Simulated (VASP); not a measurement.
## Bi: single point with PBE

Bi, a slab with vacuum:

```
Bi
1.0
     5.11825    0.00000    0.00000
     0.00000    4.51970    0.00000
     0.00000    0.00000   29.35979
Bi
4
Direct
  0.04808 0.00000 0.37387
  0.45192 0.50000 0.37387
  0.54808 0.50000 0.27328
  0.95192 0.00000 0.27328
```

```
Program             : VASP 6.6.1
Task                : single point
Functional          : PBE
Potentials or basis : VASP PAW PBE potentials, release 64 (Bi_d)
Cutoff              : 520 eV
k mesh              : 3 × 3 × 1
Occupations         : gaussian, width 0.01 eV
Spin                : no spin polarisation
```

| Quantity | Value |
| --- | --- |
| Largest force | 0.389 eV/Å |

Forces in eV/Å, atoms in the order of the input:
```
Bi  -0.144  0.000  0.361
Bi   0.144  0.000  0.361
Bi  -0.144  0.000 -0.361
Bi   0.144  0.000 -0.361
```

Levels at points of the mesh, in eV from the Fermi level:
```tsv
k point	band 26	band 27	band 28	band 29	band 30	band 31	band 32	band 33	band 34	band 35
(0.00, 0.00, 0.00)	-2.80	-2.25	-1.41	-0.99	-0.10	0.46	2.31	2.42	2.90	3.41
```

Wall time 4.9 min on 1 thread of Intel(R) Xeon(R) Platinum 8488C (Sapphire Rapids) (shared host), peak memory 0.63 GiB.

Caveat: the k points lie up to 0.46 Å⁻¹ apart; spin-orbit coupling is left out, which moves the levels of the heavy elements.
